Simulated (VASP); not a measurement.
Input of a VASP 6.6.1 run:

Contents of INCAR:

```
SYSTEM = TlO2
  ALGO = Normal
  EDIFF = 1E-7
  EDIFFG = -0.04
  ENCUT = 1340
  GGA = PE
  GGA_COMPAT = .FALSE.
  IBRION = 2
  ISIF = 3
  ISMEAR = 0
  LASPH = .TRUE.
  LCHARG = .FALSE.
  LREAL = .FALSE.
  LWAVE = .FALSE.
  NELM = 120
  NELMIN = 4
  NSW = 90
  PREC = Accurate
  SIGMA = 0.1
```

Contents of KPOINTS:

```
k-points
0
G
  4 4 4
  0 0 0
```

The input POSCAR:

```
TlO2
1.0
    0.0000000000      3.8296305693      3.9261450980
    3.5448176910      0.0000000000      3.9261450980
    3.5448176910      3.8296305693      0.0000000000
Tl O
2 4
Direct
    0.2500000000      0.2500000000      0.7500000000
    0.7500000000      0.7500000000      0.2500000000
    0.3692137924      0.6307862076      0.3692137924
    0.6307862076      0.3692137924      0.6307862076
    0.8608805197      0.1391194803      0.8608805197
    0.1391194803      0.8608805197      0.1391194803
```

Potentials or basis: VASP PAW PBE potentials, release 64 (Tl_d, O_h).

Run with:

```bash
$ cat potpaw_PBE.64/Tl_d/POTCAR potpaw_PBE.64/O_h/POTCAR > POTCAR
$ mpirun -np 1 vasp_std > vasp.out
```

Question: Predict the relaxed cell.

Answer: a = 6.161 Å, b = 5.584 Å, c = 5.749 Å, α = 65.85°, β = 55.79°, γ = 58.37°.

Question: Estimate the relaxed volume.

Answer: 22.90 Å³/atom.

Question: Predict the space group after relaxing (to 0.1 Å).

Answer: Pmmm (No. 47).

Stress tensor (GPa, compression positive):
```
-0.19  0.00  0.00
 0.00 -0.07  0.00
 0.00  0.00 -0.07
```

Caveat: the k points lie up to 0.33 Å⁻¹ apart in the final cell; the volume moved by over 15 % at a fixed basis, so the end points are rough.
